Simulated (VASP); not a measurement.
KF, 2 atoms in the cell. Symmetry: Fm-3m, No. 225, cubic system. The conventional cell has a = 5.309 Å, b = 5.309 Å, c = 5.309 Å, α = 90.00°, β = 90.00°, γ = 90.00°. K (site symmetry m-3m) has 6 F at 2.65 Å within 3.5 Å. Within 3.5 Å of F (site symmetry m-3m) lie 6 K at 2.65 Å. 

```yaml
Program: VASP 6.6.1
Task: single point
Functional: PBE
Dispersion: D3(BJ)
Potentials_or_basis: VASP PAW PBE potentials, release 64 (K_sv, F)
Cutoff: 520 eV
k_mesh: 8 × 8 × 8
Occupations: gaussian, width 0.1 eV
Spin: no spin polarisation
Dipole_correction: no
Further_INCAR_settings: ALGO = Normal; EDIFF = 1e-06; NBANDS = 15
```

Potentials or basis: VASP PAW PBE potentials, release 64 (K_sv, F).

Run with:

```console
$ cat potpaw_PBE.64/K_sv/POTCAR potpaw_PBE.64/F/POTCAR > POTCAR
$ mpirun -np 1 vasp_std > vasp.out
```

Hardware: 1 thread of Intel(R) Xeon(R) Platinum 8375C CPU @ 2.90GHz (Ice Lake), on a shared host.

**Question.** Estimate the wall time of this run.

**Answer.** Run time: 19 s on 1 thread of Intel(R) Xeon(R) Platinum 8375C CPU @ 2.90GHz (Ice Lake) (shared host), peak memory 0.16 GiB. Counts: scf iterations 13, k points 29.
